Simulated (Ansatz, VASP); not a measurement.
## Si2Mo: VASP beside Ansatz

File INCAR:

```
ALGO = Normal ; EDIFF = 1E-7
ENCUT = 520 ; GGA = PS
ISIF = 2 ; ISMEAR = 0
LASPH = T ; LCHARG = F
LREAL = F ; LWAVE = F
NBANDS = 43 ; NELM = 60
PREC = Accurate ; SIGMA = 0.1
```

KPOINTS

```
k-points
0
Gamma
  6 6 4
```

The input POSCAR:

```
Si2Mo
1.0
    4.5854715599      0.0000000000      0.0000000000
   -2.2927357800      3.9711348592      0.0000000000
    0.0000000000      0.0000000000      6.5797601000
Si Mo
6 3
Direct
    0.1638729800      0.8361270200      0.8333333300
    0.3277459600      0.1638729800      0.1666666700
    0.8361270200      0.6722540400      0.5000000000
    0.8361270200      0.1638729800      0.8333333300
    0.6722540400      0.8361270200      0.1666666700
    0.1638729800      0.3277459600      0.5000000000
    0.5000000000      0.0000000000      0.5000000000
    0.0000000000      0.5000000000      0.1666666700
    0.5000000000      0.5000000000      0.8333333300
```

Input for Ansatz:

```yaml
crystal:
  lattice:
    - [4.5854715599, 0.0, 0.0]
    - [-2.29273578, 3.9711348592, 0.0]
    - [0.0, 0.0, 6.5797601]
  atoms:
    - { symbol: Si, position: [0.16387298, 0.83612702, 0.83333333] }
    - { symbol: Si, position: [0.32774596, 0.16387298, 0.16666667] }
    - { symbol: Si, position: [0.83612702, 0.67225404, 0.5] }
    - { symbol: Si, position: [0.83612702, 0.16387298, 0.83333333] }
    - { symbol: Si, position: [0.67225404, 0.83612702, 0.16666667] }
    - { symbol: Si, position: [0.16387298, 0.32774596, 0.5] }
    - { symbol: Mo, position: [0.5, 0.0, 0.5] }
    - { symbol: Mo, position: [0.0, 0.5, 0.16666667] }
    - { symbol: Mo, position: [0.5, 0.5, 0.83333333] }
basis:
  ecutwfc: 420
kpoints:
  mp_grid: { grid: [6, 6, 4] }
hamiltonian:
  xc: pbesol
scf:
  occupations: { method: gaussian, width: 0.1 }
output:
  forces: true
  stress: true
  eigenvalues: true
```

Alike in both runs: task single point; functional PBEsol; k mesh 6 × 6 × 4; occupations gaussian, width 0.1 eV; no spin polarisation.

|  | VASP | Ansatz |
| --- | --- | --- |
| version | VASP 6.6.1 | Ansatz 0.2.0 |
| potentials or method | VASP PAW PBE potentials, release 64 (Si, Mo_sv), cutoff 520 eV | scalar-relativistic, plane waves, PAW |
| valence electrons in the cell | 66 | 66 |

|  | VASP | Ansatz | Ansatz less VASP |
| --- | --- | --- | --- |
| gap on the k mesh at the Fermi level (eV) | 0.04 | 0.04 | +0.003 |
| least direct gap on the mesh (eV) | 0.53 | 0.53 | +0.001 |
| pressure (GPa) | -1.1 | -1.5 | -0.38 |
| rms of the force components (eV/Å) | 0.018 | 0.019 | +0.0012 |

VASP's potentials were made for PBE, not for PBEsol. Atom by atom the forces differ by 0.001 eV/Å (rms over components). With one functional, cell and mesh, what is left measures potentials, basis and numerics.
